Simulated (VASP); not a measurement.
# Ga8H (I4/mmm) in VASP: single point with PBE

Aim: the single point of Ga8H with PBE.

Program: VASP 6.6.1. These are calculated values, not measurements. Logs are shortened: lines on timing, memory, paths and dates and some standing lists are left out, and cuts for length are marked.

**1. The cell of the first run**

Symmetry: I4/mmm, No. 139, tetragonal system. Conventional cell: a = 5.771 Å, b = 5.771 Å, c = 9.066 Å, α = 90.00°, β = 90.00°, γ = 90.00°. Ga (site symmetry 4mm) has 1 H at 2.27 Å and 4 Ga at 2.89 Å within 3.0 Å. Ga (site symmetry m2m) has 1 H at 2.04 Å within 2.7 Å. Ga (site symmetry -4m2) has 12 Ga at 2.89 to 3.05 Å and 4 H at 3.67 Å within 3.8 Å. Within 2.7 Å of H (site symmetry 4/mmm) lie 6 Ga at 2.04 to 2.27 Å.

**2. Single point, PBE**

INCAR

```
PREC = Accurate ; ENCUT = 520
EDIFF = 1E-6 ; ISMEAR = 0
SIGMA = 0.1 ; LREAL = False
LASPH = True ; NELM = 60
ALGO = Normal ; ISIF = 2
LWAVE = False ; LCHARG = True
GGA = PE ; LELF = True
LVHAR = True ; NBANDS = 62
```

KPOINTS

```
Automatic mesh
0
Gamma
  4 4 4
```

POSCAR

```
Ga8H
1.0
   -2.8856736918      2.8856736918      4.5332308893
    2.8856736918     -2.8856736918      4.5332308893
    2.8856736918      2.8856736918     -4.5332308893
Ga H
8 1
Direct
    0.0000000000      0.0000000000      0.0000000000
    0.0000000000      0.0000000000      0.5000000000
    0.0000000000      0.5000000000      0.0000000000
    0.0000000000      0.5000000000      0.5000000000
    0.5000000000      0.0000000000      0.0000000000
    0.5000000000      0.0000000000      0.5000000000
    0.5000000000      0.5000000000      0.0000000000
    0.5000000000      0.5000000000      0.5000000000
    0.2500000000      0.2500000000      0.0000000000
```

Potentials or basis: VASP PAW PBE potentials, release 64 (Ga_d, H).

Run with:

```console
cat potpaw_PBE.64/Ga_d/POTCAR potpaw_PBE.64/H/POTCAR > POTCAR
mpirun -np 1 vasp_std > vasp.out
```

OUTCAR:

```text
PREC = Accurate
   ENCUT = 520
   EDIFF = 1E-6
   ISMEAR = 0
   LREAL = False
   LASPH = True
   NELM = 60
   ISIF = 2
   GGA = PE

 ion  position               nearest neighbor table
   1  0.000  0.000  0.000-   4 2.89   6 2.89   4 2.89   6 2.89
   2  0.000  0.000  0.500-   3 2.89   5 2.89   3 2.89   5 2.89
   3  0.000  0.500  0.000-   2 2.89   8 2.89   2 2.89   8 2.89
   4  0.000  0.500  0.500-   1 2.89   7 2.89   1 2.89   7 2.89
   5  0.500  0.000  0.000-   2 2.89   8 2.89   8 2.89   2 2.89
   6  0.500  0.000  0.500-   1 2.89   7 2.89   7 2.89   1 2.89
   7  0.500  0.500  0.000-   4 2.89   6 2.89   6 2.89   4 2.89
   8  0.500  0.500  0.500-   3 2.89   5 2.89   5 2.89   3 2.89
   9  0.250  0.250  0.000-

  LATTYP: Found a body centered tetragonal cell.
 ALAT       =     5.7713473836
 C/A-ratio  =     1.5709436941

  Lattice vectors:

 A1 = (  -2.8856736918,   2.8856736918,   4.5332308893)
 A2 = (   2.8856736918,  -2.8856736918,   4.5332308893)
 A3 = (   2.8856736918,   2.8856736918,  -4.5332308893)

Analysis of symmetry for initial positions (statically):
=====================================================================
 Subroutine PRICEL returns:
 Original cell was already a primitive cell.

 Routine SETGRP: Setting up the symmetry group for a
 body centered tetragonal supercell.

 Subroutine GETGRP returns: Found 16 space group operations
 (whereof  8 operations were pure point group operations)
 out of a pool of 16 trial point group operations.

The static configuration has the point symmetry C_4v.
 The point group associated with its full space group is D_4h.

Analysis of symmetry for dynamics (positions and initial velocities):
=====================================================================
 Subroutine PRICEL returns:
 Original cell was already a primitive cell.

 Routine SETGRP: Setting up the symmetry group for a
 body centered tetragonal supercell.

 Subroutine GETGRP returns: Found 16 space group operations
 (whereof  8 operations were pure point group operations)
 out of a pool of 16 trial point group operations.

The dynamic configuration has the point symmetry C_4v.
 The point group associated with its full space group is D_4h.

 Subroutine INISYM returns: Found 16 space group operations
 (whereof  8 operations are pure point group operations),
 and found     1 'primitive' translations

----------------------------------------------------------------------------------------

                                     Primitive cell

  volume of cell :     150.9949

  direct lattice vectors                    reciprocal lattice vectors
    -2.885673692  2.885673692  4.533230889     0.000000000  0.173269764  0.110296610
     2.885673692 -2.885673692  4.533230889     0.173269764  0.000000000  0.110296610
     2.885673692  2.885673692 -4.533230889     0.173269764  0.173269764  0.000000000

  length of vectors
     6.099541590  6.099541590  6.099541590     0.205396576  0.205396576  0.245040450

  position of ions in fractional coordinates (direct lattice)
     0.000000000  0.000000000  0.000000000
     0.000000000  0.000000000  0.500000000
     0.000000000  0.500000000  0.000000000
     0.000000000  0.500000000  0.500000000
     0.500000000  0.000000000  0.000000000
     0.500000000  0.000000000  0.500000000
     0.500000000  0.500000000  0.000000000
     0.500000000  0.500000000  0.500000000
     0.250000000  0.250000000  0.000000000

  ion indices of the primitive-cell ions
   primitive index   ion index
                 1           1
                 2           2
                 3           3
                 4           4
                 5           5
                 6           6
                 7           7
                 8           8
                 9           9

----------------------------------------------------------------------------------------

 KPOINTS: Automatic mesh

Automatic generation of k-mesh.
 Grid dimensions read from file:
 generate k-points for:    4    4    4

 Generating k-lattice:

  Cartesian coordinates                     Fractional coordinates (reciprocal lattice)
     0.000000000  0.043317441  0.027574153     0.250000000  0.000000000  0.000000000
     0.043317441  0.000000000  0.027574153     0.000000000  0.250000000  0.000000000
     0.043317441  0.043317441  0.000000000     0.000000000  0.000000000  0.250000000

  Length of vectors
     0.051349144  0.051349144  0.061260113

  Shift w.r.t. Gamma in fractional coordinates (k-lattice)
     0.000000000  0.000000000  0.000000000

 Subroutine IBZKPT returns following result:
 ===========================================

 Found     13 irreducible k-points:

 Following reciprocal coordinates:
            Coordinates               Weight
  0.000000  0.000000  0.000000      1.000000
  0.250000 -0.000000  0.000000      8.000000
  0.500000 -0.000000  0.000000      4.000000
  0.250000  0.250000  0.000000      8.000000
  0.500000  0.250000  0.000000     16.000000
 -0.250000  0.250000  0.000000      4.000000
  0.500000  0.500000  0.000000      2.000000
  0.250000  0.250000  0.250000      2.000000
 -0.250000  0.250000  0.250000      4.000000
  0.500000  0.500000  0.250000      4.000000
 -0.250000  0.500000  0.250000      8.000000
 -0.250000 -0.250000  0.250000      2.000000
  0.500000  0.500000  0.500000      1.000000
   k-points           NKPTS =     13   k-points in BZ     NKDIM =     13   number of bands    NBANDS=     62
   number of dos      NEDOS =    301   number of ions     NIONS =      9
   total plane-waves  NPLWV = 110592
   dimension x,y,z NGX =    48 NGY =   48 NGZ =   48
   dimension x,y,z NGXF=    96 NGYF=   96 NGZF=   96
   ions per type =               8   1
   NGX,Y,Z   is equivalent  to a cutoff of  13.08, 13.08, 13.08 a.u.
   NGXF,Y,Z  is equivalent  to a cutoff of  26.17, 26.17, 26.17 a.u.
 SYSTEM =  unknown system
   PREC   = accura    normal or accurate (medium, high low for compatibility)
   ISTART =      0    job   : 0-new  1-cont  2-samecut
   ICHARG =      2    charge: 1-file 2-atom 10-const
   ISPIN  =      1    spin polarized calculation?
   LNONCOLLINEAR =      F non collinear calculations
   LSORBIT =      F    spin-orbit coupling
   LASPH  =      T    aspherical Exc in radial PAW
   ENCUT  =  520.0 eV  38.22 Ry    6.18 a.u.  11.34 11.34 11.34*2*pi/ulx,y,z
   NELM   =     60;   NELMIN=  2; NELMDL= -5     # of ELM steps
   EDIFF  = 0.1E-05   stopping-criterion for ELM
   LREAL  =      F    real-space projection
   EDIFFG = 0.1E-04   stopping-criterion for IOM
   NSW    =      0    number of steps for IOM
   IBRION =     -1    ionic relax: 0-MD 1-quasi-New 2-CG
   NFREE  =      0    steps in history (QN), initial steepest desc. (CG)
   ISIF   =      2    stress and relaxation
   ISYM   =      2    0-nonsym 1-usesym 2-fastsym
   POTIM  = 0.5000    time-step for ionic-motion
   TEBEG  =    0.0;   TEEND  =   0.0 temperature during run
   PSTRESS=    0.0 pullay stress
   NELECT =     105.0000    total number of electrons
   NUPDOWN=      -1.0000    fix difference up-down
   EMIN   =  10.00;   EMAX   =-10.00  energy-range for DOS
   EFERMI =   0.00;   METHOD = LEGACY
   ISMEAR =     0;   SIGMA  =   0.10  broadening in eV -4-tet -1-fermi 0-gaus
   EFERMI_NEDOS =   21; number of points for ismear=-14 and -15
   IALGO  =     38    algorithm
   IMIX   =      4    mixing-type and parameters
     AMIX     =   0.40;   BMIX     =  1.00
     AMIX_MAG =   1.60;   BMIX_MAG =  1.00
  volume/ion in A,a.u.               =      16.78       113.22
  Fermi-wavevector in a.u.,A,eV,Ry     =   1.450387  2.740834 28.621513  2.103622
  Thomas-Fermi vector in A             =   2.568005
   LORBIT       =      0    0 simple, 1 ext, 2 COOP (PROOUT), +10 PAW based schemes
   GGA     = PE    functional components
   LHFCALC =     F    Hartree Fock is set to
   AEXX    =    0.0000 exact exchange contribution
   IVDW    =     0    specifies the selected vdW correction
   LEPSILON=     F    determine dielectric tensor
   LRPA    =     F    only Hartree local field effects (RPA)
 non-spin polarized calculation
 Gauss-broadening in eV      SIGMA  =   0.10
  energy-cutoff  :      520.00
  volume of cell :      150.99
 maximum number of plane-waves:      4082
 NGX is ok and might be reduce to    48
   NGX = 23   NGY = 23   NGZ = 23

 number of electron     105.0000053 magnetization

 Free energy of the ion-electron system (eV)
  ---------------------------------------------------
  ext. energy  EPLUGINS =         0.00000000
  ---------------------------------------------------
  free energy    TOTEN  =       -25.53707251 eV

  energy without entropy =      -25.53668422  energy(sigma->0) =      -25.53687836

 E-fermi :   5.7454     XC(G=0): -11.1076

 val. band max:        5.5957895362   @ k =   0.5000   0.5000   0.5000
 cond. band min:       5.8963594341   @ k =   0.5000   0.5000   0.0000
 fundamental gap:      0.3005698979
 Fermi energy:         5.7453651985

 k-point     1 :       0.0000    0.0000    0.0000
  band No.  band energies     occupation
      1      -9.4676      2.00000
      2      -9.4458      2.00000
      3      -9.3950      2.00000
      4      -9.3950      2.00000
      5      -9.3515      2.00000
      6      -9.3398      2.00000
[... 54 lines left out ...]
     61      11.6623      0.00000
     62      11.6623      0.00000

 k-point     2 :       0.2500   -0.0000    0.0000
  band No.  band energies     occupation
      1      -9.4355      2.00000
      2      -9.4118      2.00000
      3      -9.3670      2.00000
      4      -9.3657      2.00000
      5      -9.3376      2.00000
      6      -9.3206      2.00000
[... 704 lines left out ...]
     61      10.8228      0.00000
     62      10.8367      0.00000

 k-point    13 :       0.5000    0.5000    0.5000
  band No.  band energies     occupation
      1      -9.4108      2.00000
      2      -9.3993      2.00000
      3      -9.3413      2.00000
      4      -9.3222      2.00000
      5      -9.3222      2.00000
      6      -9.2827      2.00000
[... 54 lines left out ...]
     61       7.2937      0.00000
     62       7.6582      0.00000

------------------------ aborting loop because EDIFF is reached ----------------------------------------

  FORCE on cell =-STRESS in cart. coord.  units (eV):
  Direction    XX          YY          ZZ          XY          YZ          ZX
  --------------------------------------------------------------------------------------
  -------------------------------------------------------------------------------------
  Total        1.4040075      1.4040075      2.5459725      0.0000000     -0.0000000      0.0000000
  in kB       14.8976491     14.8976491     27.0148164      0.0000000     -0.0000000      0.0000000
  external PRESSURE =      18.9367049 kB  Pullay stress =       0.0000000 kB

 VOLUME and BASIS-vectors are now :
 -----------------------------------------------------------------------------
  energy-cutoff  :      520.00
  volume of cell :      150.99
      direct lattice vectors                 reciprocal lattice vectors
    -2.885673692  2.885673692  4.533230889     0.000000000  0.173269764  0.110296610
     2.885673692 -2.885673692  4.533230889     0.173269764  0.000000000  0.110296610
     2.885673692  2.885673692 -4.533230889     0.173269764  0.173269764  0.000000000

 POSITION                                       TOTAL-FORCE (eV/Angst)
 -----------------------------------------------------------------------------------
      0.00000      0.00000      0.00000         0.000000      0.000000     -0.094714
      1.44284      1.44284     -2.26662        -0.073512     -0.073512     -0.000000
      1.44284     -1.44284      2.26662         0.073512     -0.073512     -0.000000
      2.88567      0.00000      0.00000         0.000000      0.000000     -0.000000
     -1.44284      1.44284      2.26662        -0.073512      0.073512     -0.000000
      0.00000      2.88567      0.00000         0.000000      0.000000     -0.000000
      0.00000      0.00000      4.53323         0.000000      0.000000      0.094714
      1.44284      1.44284      2.26662         0.073512      0.073512     -0.000000
      0.00000      0.00000      2.26662         0.000000      0.000000     -0.000000
 -----------------------------------------------------------------------------------
    total drift:                                0.000000      0.000000     -0.000000

  FREE ENERGIE OF THE ION-ELECTRON SYSTEM (eV)
  ---------------------------------------------------
  free  energy   TOTEN  =       -25.5370725051 eV

  energy  without entropy=      -25.5366842189  energy(sigma->0) =      -25.53687836
```

It took 6 min on 1 thread of AMD EPYC, shared host; peak memory 0.32 GiB.

Results:

| Item | Value |
| --- | --- |
| Free energy | -25.5371 eV |
| Pressure | 1.9 GPa |
| Largest force | 0.104 eV/Å |

Forces on the atoms (eV/Å):
```
Ga   0.000  0.000 -0.095
Ga  -0.074 -0.074  0.000
Ga   0.074 -0.074  0.000
Ga   0.000  0.000  0.000
Ga  -0.074  0.074  0.000
Ga   0.000  0.000  0.000
Ga   0.000  0.000  0.095
Ga   0.074  0.074  0.000
H    0.000  0.000  0.000
```

Stress tensor (GPa, compression positive):
```
1.49 0.00 0.00
0.00 1.49 0.00
0.00 0.00 2.70
```

Levels at points of the mesh, in eV from the Fermi level:
```
           k point  band 51  band 52  band 53  band 54  band 55  band 56
(0.00, 0.00, 0.00)    -3.47    -2.28    -2.28    -1.95    -1.74     3.81
(0.50, 0.00, 0.00)    -1.05    -1.02    -0.41    -0.36     1.39     1.91
(0.50, 0.50, 0.00)    -0.79     0.15     0.37     1.52     1.91     1.99
(0.50, 0.50, 0.50)    -0.42    -0.15    -0.15     0.70     0.70     0.72
```

Caveat: the k points lie up to 0.38 Å⁻¹ apart.
